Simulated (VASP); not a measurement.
# Mo in VASP: single point with revPBE

Aim: the single point of Mo with revPBE.

Everything below comes from runs of VASP 6.6.1. Logs are shortened: lines on timing, memory, paths and dates and some standing lists are left out, and cuts for length are marked.

### Step 1. The cell of the first run

The cell holds a atom, 1 atom: a = 14.000 Å, b = 14.400 Å, c = 14.800 Å, α = 90.00°, β = 90.00°, γ = 90.00°.

### Step 2. Single point, revPBE, collinear spin, ferromagnetic start

The input, INCAR:

```
SYSTEM = Mo
  PREC = Accurate
  ENCUT = 400
  EDIFF = 1E-6
  ISMEAR = -1
  SIGMA = 0.01
  LREAL = .False.
  LASPH = .True.
  NELM = 200
  ALGO = Normal
  ISIF = 2
  LWAVE = .False.
  LCHARG = .False.
  ISPIN = 2
  MAGMOM = 8
  LORBIT = 11
  LMAXMIX = 4
  GGA = RE
  ISYM = 0
  NBANDS = 17
  GGA_COMPAT = .False.
```

The input, KPOINTS:

```
Automatic mesh
0
Gamma
  1 1 1
  0 0 0
```

The input, POSCAR:

```
Mo
1.0
   14.0000000000      0.0000000000      0.0000000000
    0.0000000000     14.4000000000      0.0000000000
    0.0000000000      0.0000000000     14.8000000000
Mo
1
Direct
    0.5000000000      0.5000000000      0.5000000000
```

Potentials or basis: VASP PAW PBE potentials, release 64 (Mo_sv).

Run with:

```bash
$ cat potpaw_PBE.64/Mo_sv/POTCAR > POTCAR
$ mpirun -np 1 vasp_gam > vasp.out
```

OUTCAR:

```text
SYSTEM = Mo
   PREC = Accurate
   ENCUT = 400
   EDIFF = 1E-6
   ISMEAR = -1
   LREAL = .False.
   LASPH = .True.
   NELM = 200
   ISIF = 2
   ISPIN = 2
   LORBIT = 11
   GGA = RE
   ISYM = 0

 ion  position               nearest neighbor table
   1  0.500  0.500  0.500-

IMPORTANT INFORMATION: All symmetrisations will be switched off!
NOSYMM: (Re-)initialisation of all symmetry stuff for point group C_1.

----------------------------------------------------------------------------------------

                                     Primitive cell

  volume of cell :    2983.6800

  direct lattice vectors                    reciprocal lattice vectors
    14.000000000  0.000000000  0.000000000     0.071428571  0.000000000  0.000000000
     0.000000000 14.400000000  0.000000000     0.000000000  0.069444444  0.000000000
     0.000000000  0.000000000 14.800000000     0.000000000  0.000000000  0.067567568

  length of vectors
    14.000000000 14.400000000 14.800000000     0.071428571  0.069444444  0.067567568

  position of ions in fractional coordinates (direct lattice)
     0.500000000  0.500000000  0.500000000

  ion indices of the primitive-cell ions
   primitive index   ion index
                 1           1

----------------------------------------------------------------------------------------

 KPOINTS: Automatic mesh

Automatic generation of k-mesh.
 Grid dimensions read from file:
 generate k-points for:    1    1    1

 Generating k-lattice:

  Cartesian coordinates                     Fractional coordinates (reciprocal lattice)
     0.071428571  0.000000000  0.000000000     1.000000000  0.000000000  0.000000000
     0.000000000  0.069444444  0.000000000     0.000000000  1.000000000  0.000000000
     0.000000000  0.000000000  0.067567568     0.000000000  0.000000000  1.000000000

  Length of vectors
     0.071428571  0.069444444  0.067567568

  Shift w.r.t. Gamma in fractional coordinates (k-lattice)
     0.000000000  0.000000000  0.000000000

 Subroutine IBZKPT returns following result:
 ===========================================

 Found      1 irreducible k-points:

 Following reciprocal coordinates:
            Coordinates               Weight
  0.000000  0.000000  0.000000      1.000000
   k-points           NKPTS =      1   k-points in BZ     NKDIM =      1   number of bands    NBANDS=     17
   number of dos      NEDOS =    301   number of ions     NIONS =      1
   total plane-waves  NPLWV = 903168
   dimension x,y,z NGX =    96 NGY =   96 NGZ =   98
   dimension x,y,z NGXF=   192 NGYF=  192 NGZF=  196
   ions per type =               1
   NGX,Y,Z   is equivalent  to a cutoff of  11.40, 11.08, 11.01 a.u.
   NGXF,Y,Z  is equivalent  to a cutoff of  22.80, 22.17, 22.02 a.u.
 SYSTEM =  Mo
   PREC   = accura    normal or accurate (medium, high low for compatibility)
   ISTART =      0    job   : 0-new  1-cont  2-samecut
   ICHARG =      2    charge: 1-file 2-atom 10-const
   ISPIN  =      2    spin polarized calculation?
   LNONCOLLINEAR =      F non collinear calculations
   LSORBIT =      F    spin-orbit coupling
   LASPH  =      T    aspherical Exc in radial PAW
   ENCUT  =  400.0 eV  29.40 Ry    5.42 a.u.  22.83 23.48 24.14*2*pi/ulx,y,z
   NELM   =    200;   NELMIN=  2; NELMDL= -5     # of ELM steps
   EDIFF  = 0.1E-05   stopping-criterion for ELM
   LREAL  =      F    real-space projection
   EDIFFG = 0.1E-04   stopping-criterion for IOM
   NSW    =      0    number of steps for IOM
   IBRION =     -1    ionic relax: 0-MD 1-quasi-New 2-CG
   NFREE  =      0    steps in history (QN), initial steepest desc. (CG)
   ISIF   =      2    stress and relaxation
   ISYM   =      0    0-nonsym 1-usesym 2-fastsym
   POTIM  = 0.5000    time-step for ionic-motion
   TEBEG  =    0.0;   TEEND  =   0.0 temperature during run
   PSTRESS=    0.0 pullay stress
   NELECT =      14.0000    total number of electrons
   NUPDOWN=      -1.0000    fix difference up-down
   EMIN   =  10.00;   EMAX   =-10.00  energy-range for DOS
   EFERMI =   0.00;   METHOD = LEGACY
   ISMEAR =    -1;   SIGMA  =   0.01  broadening in eV -4-tet -1-fermi 0-gaus
   EFERMI_NEDOS =   21; number of points for ismear=-14 and -15
   IALGO  =     38    algorithm
   IMIX   =      4    mixing-type and parameters
     AMIX     =   0.40;   BMIX     =  1.00
     AMIX_MAG =   1.60;   BMIX_MAG =  1.00
  volume/ion in A,a.u.               =    2983.68     20134.87
  Fermi-wavevector in a.u.,A,eV,Ry     =   0.274073  0.517923  1.022018  0.075116
  Thomas-Fermi vector in A             =   1.116316
   LORBIT       =     11    0 simple, 1 ext, 2 COOP (PROOUT), +10 PAW based schemes
   GGA     = RE    functional components
   LHFCALC =     F    Hartree Fock is set to
   AEXX    =    0.0000 exact exchange contribution
   IVDW    =     0    specifies the selected vdW correction
   LEPSILON=     F    determine dielectric tensor
   LRPA    =     F    only Hartree local field effects (RPA)
 spin polarized calculation
  energy-cutoff  :      400.00
  volume of cell :     2983.68
 maximum number of plane-waves:     27122
 NGX is ok and might be reduce to    90
   NGX = 45   NGY = 47   NGZ = 49

 number of electron      14.0000002 magnetization       6.0000637

 Free energy of the ion-electron system (eV)
  ---------------------------------------------------
  ext. energy  EPLUGINS =         0.00000000
  ---------------------------------------------------
  free energy    TOTEN  =        -4.76979656 eV

  energy without entropy =       -4.76979656  energy(sigma->0) =       -4.76979656

 E-fermi :  -4.0847     XC(G=0):  -0.3278

 val. band max:       -4.4307767402   @ k =   0.0000   0.0000   0.0000
 cond. band min:      -1.6759111516   @ k =   0.0000   0.0000   0.0000
 fundamental gap:      2.7548655886
 Fermi energy:        -4.0847282274

 spin component 1

 k-point     1 :       0.0000    0.0000    0.0000
  band No.  band energies     occupation
      1     -64.6131      1.00000
      2     -38.9119      1.00000
      3     -38.9119      1.00000
      4     -38.9119      1.00000
      5      -4.4627      1.00000
      6      -4.4308      1.00000
[... 9 lines left out ...]
     16       0.4613      0.00000
     17       0.6593      0.00000
 Fermi energy:        -4.0847282274

 spin component 2

 k-point     1 :       0.0000    0.0000    0.0000
  band No.  band energies     occupation
      1     -61.9581      1.00000
      2     -35.9262      1.00000
      3     -35.9262      1.00000
      4     -35.9262      1.00000
      5      -1.6759      0.00000
      6      -1.0383      0.00000
[... 9 lines left out ...]
     16       0.8407      0.00000
     17       1.0270      0.00000

------------------------ aborting loop because EDIFF is reached ----------------------------------------

  FORCE on cell =-STRESS in cart. coord.  units (eV):
  Direction    XX          YY          ZZ          XY          YZ          ZX
  --------------------------------------------------------------------------------------
  -------------------------------------------------------------------------------------
  Total       -0.1095917     -0.1085246     -0.1087064     -0.0000001     -0.0000002      0.0000004
  in kB       -0.0588486     -0.0582755     -0.0583732     -0.0000000     -0.0000001      0.0000002
  external PRESSURE =      -0.0584991 kB  Pullay stress =       0.0000000 kB

 VOLUME and BASIS-vectors are now :
 -----------------------------------------------------------------------------
  energy-cutoff  :      400.00
  volume of cell :     2983.68
      direct lattice vectors                 reciprocal lattice vectors
    14.000000000  0.000000000  0.000000000     0.071428571  0.000000000  0.000000000
     0.000000000 14.400000000  0.000000000     0.000000000  0.069444444  0.000000000
     0.000000000  0.000000000 14.800000000     0.000000000  0.000000000  0.067567568

 POSITION                                       TOTAL-FORCE (eV/Angst)
 -----------------------------------------------------------------------------------
      7.00000      7.20000      7.40000         0.000000      0.000000     -0.000000
 -----------------------------------------------------------------------------------
    total drift:                                0.000000      0.000000     -0.000000

  FREE ENERGIE OF THE ION-ELECTRON SYSTEM (eV)
  ---------------------------------------------------
  free  energy   TOTEN  =        -4.7697965630 eV

  energy  without entropy=       -4.7697965630  energy(sigma->0) =       -4.76979656

 total charge

# of ion       s       p       d       tot
------------------------------------------
    1        2.269   5.944   4.024  12.237

 magnetization (x)

# of ion       s       p       d       tot
------------------------------------------
    1        0.275   0.014   4.024   4.313
```

Wall time 4.5 min (1 thread of Intel Xeon Platinum 8375C at 2.90GHz (Ice Lake), shared host); peak memory 1.9 GiB.

What came out:

```yaml
Free_energy: -4.7698 eV
Pressure: 0.0 GPa
Band_gap_on_the_k_mesh: 2.75 eV
Net_moment: 6.00 μB per cell
Site_moments: Mo +4.31 μB
Valence_electrons_inside_the_program's_atomic_spheres: Mo 12.24
```

Levels at points of the mesh, in eV from the valence-band top:
Spin up:
```tsv
k point	band 6	band 7	band 8	band 9	band 10	band 11	band 12	band 13	band 14	band 15
(0.00, 0.00, 0.00)	0.00	0.00	0.00	0.00	0.00	3.28	3.28	3.28	4.22	4.87
```
Spin down:
| k point | band 1 | band 2 | band 3 | band 4 | band 5 | band 6 | band 7 | band 8 |
| --- | --- | --- | --- | --- | --- | --- | --- | --- |
| (0.00, 0.00, 0.00) | -57.53 | -31.50 | -31.50 | -31.50 | 2.75 | 3.39 | 3.39 | 3.39 |

Caveat: the PAW data sets were made with another functional, which shifts forces and pressure a little.
